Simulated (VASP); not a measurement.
Runs of VASP 6.6.1 on Co. The structure is that of space group P6_3/mmc (No. 194), or close to it. The cells are those of the table. 

| cell | gap on the mesh (eV) | pressure (GPa) | moment (μB) |
| --- | --- | --- | --- |
| a = 2.528, b = 2.528, c = 4.104 Å, angles 90.0, 90.0, 120.0°, 2 atoms | none | -3.2 | (c) |
| a = 2.549, b = 2.549, c = 4.137 Å, angles 90.0, 90.0, 120.0°, 2 atoms | none | -6.8 | 3.07 |
| a = 2.443, b = 2.443, c = 3.965 Å, angles 90.0, 90.0, 120.0°, 2 atoms | none | 17.5 | 2.55 |
| a = 2.569, b = 2.569, c = 4.169 Å, angles 90.0, 90.0, 120.0°, 2 atoms | none | -10.0 | 3.14 |
| a = 2.486, b = 2.486, c = 4.036 Å, angles 90.0, 90.0, 120.0°, 2 atoms | none | 5.8 | 2.81 |
| a = 2.465, b = 2.465, c = 4.001 Å, angles 90.0, 90.0, 120.0°, 2 atoms | none | (a) | 2.69 |
| a = 2.588, b = 2.588, c = 4.201 Å, angles 90.0, 90.0, 120.0°, 2 atoms | none | -12.7 | 3.20 |
| a = 2.421, b = 2.421, c = 3.929 Å, angles 90.0, 90.0, 120.0°, 2 atoms | none | (b) | 2.39 |

Alike in all rows: task single point; level revPBE; potentials or basis VASP PAW PBE potentials, release 64 (Co); spin collinear, ferromagnetic start; k mesh 13 × 13 × 7; cutoff (eV) 520; smearing fermi-dirac 0.3 eV.

Q: Fill in the values left out.

A: (a) 11.5; (b) 24.7; (c) 2.99.

Caveats: so wide a smearing shifts energies and pressures; the PAW data sets were made with another functional, which shifts forces and pressure a little; the cell stands under tension (at least some runs); the cell stands under pressure (at least some runs).

A gap of «none» marks levels without a gap at the run's occupations.
